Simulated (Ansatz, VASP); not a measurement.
**CoO in VASP and in Ansatz**

The input INCAR:

```
ALGO     = Normal         # electronic algorithm
EDIFF    = 1E-6           # SCF threshold, eV
ENCUT    = 520            # plane-wave cutoff, eV
GGA      = PE             # functional
ISIF     = 2              # what is computed and relaxed
ISMEAR   = 0              # smearing method
ISPIN    = 2              # spin polarisation
LASPH    = T              # aspherical terms in the spheres
LCHARG   = F              # write CHGCAR
LMAXMIX  = 4              # l up to which the mixer works
LORBIT   = 11             # projections on sites
LREAL    = F              # projectors in reciprocal space
LWAVE    = F              # write WAVECAR
MAGMOM   = 2.73 0.35      # initial moments
NBANDS   = 18             # bands
NELM     = 150            # most SCF steps
PREC     = Accurate       # precision mode
SIGMA    = 0.1            # smearing width, eV
```

KPOINTS

```
k-points
0
Gamma
  20 20 20
```

The input POSCAR:

```
CoO
1.0
   -1.5080001529      1.5080001529      2.1072499549
    1.5080001529     -1.5080001529      2.1072499549
    1.5080001529      1.5080001529     -2.1072499549
Co O
1 1
Direct
    0.0000000000      0.0000000000      0.0000000000
    0.5000000000      0.5000000000      0.0000000000
```

Input for Ansatz:

```yaml
crystal:
  lattice:
    - [-1.5080001529, 1.5080001529, 2.1072499549]
    - [1.5080001529, -1.5080001529, 2.1072499549]
    - [1.5080001529, 1.5080001529, -2.1072499549]
  atoms:
    - { symbol: Co, position: [0.0, 0.0, 0.0], spin: 2.73 }
    - { symbol: O, position: [0.5, 0.5, 0.0], spin: 0.35 }
basis:
  ecutwfc: 420
kpoints:
  mp_grid: { grid: [20, 20, 20] }
  band_path:
    path:
      - [[0.0, 0.0, 0.0], [0.0, 0.0, 0.5], [0.25, 0.25, 0.25], [0.0, 0.5, 0.0], [0.0, 0.0, 0.0], [0.5, 0.5, -0.5], [0.37802968, 0.62197032, -0.37802968]]
      - [[-0.37802968, 0.37802968, 0.37802968], [0.0, 0.0, 0.0]]
      - [[0.0, 0.0, 0.5], [-0.25605937, 0.25605937, 0.5]]
      - [[0.5, 0.5, -0.25605937], [0.5, 0.5, -0.5]]
    npoints: 14
hamiltonian:
  xc: pbe
scf:
  occupations: { method: gaussian, width: 0.1 }
  n_extra_bands: 6
output:
  forces: true
  stress: true
  eigenvalues: true
  populations: true
  dos: { projected: true, de: 0.02, nscf_kmesh: { grid: [30, 30, 30] } }
  bader: true
  write_density: true
  write_potential: true
  elf: true
  volumetric_format: npy
magnetization:
  spin_polarized: true
checkpoint:
  read: start.run
  write: ck
  compress: false
  write_wavefunctions: false
  write_every: 100000
```

Alike in both runs: task single point; functional PBE; k mesh 20 × 20 × 20; occupations gaussian, width 0.1 eV; collinear spin.

```csv
,VASP,Ansatz
version,VASP 6.6.1,Ansatz 0.2.0
potentials or method,"VASP PAW PBE potentials, release 64 (Co, O), cutoff 520 eV","scalar-relativistic, plane waves, PAW"
valence electrons in the cell,15,23
```

VASP gave:

```
gap on the k mesh at the Fermi level (eV)                     : none
pressure (GPa)                                                : -0.6
net moment per atom (μB)                                      : 1.44
size of the moment on the site where the two differ most (μB) : 2.54
```

**Question.** Estimate Ansatz's values.

**Answer.** gap on the k mesh at the Fermi level (eV): none; pressure (GPa): 0.0; net moment per atom (μB): 1.46; size of the moment on the site where the two differ most (μB): 2.48.

Site moments also hang on the region over which each program counts them. A gap of «none» marks a metal or a gap that the smearing closes. VASP's potentials hold 15 valence electrons a cell and Ansatz's 23, so a difference there can come from the potentials and not from the codes. Ansatz's warnings: stability check not made.
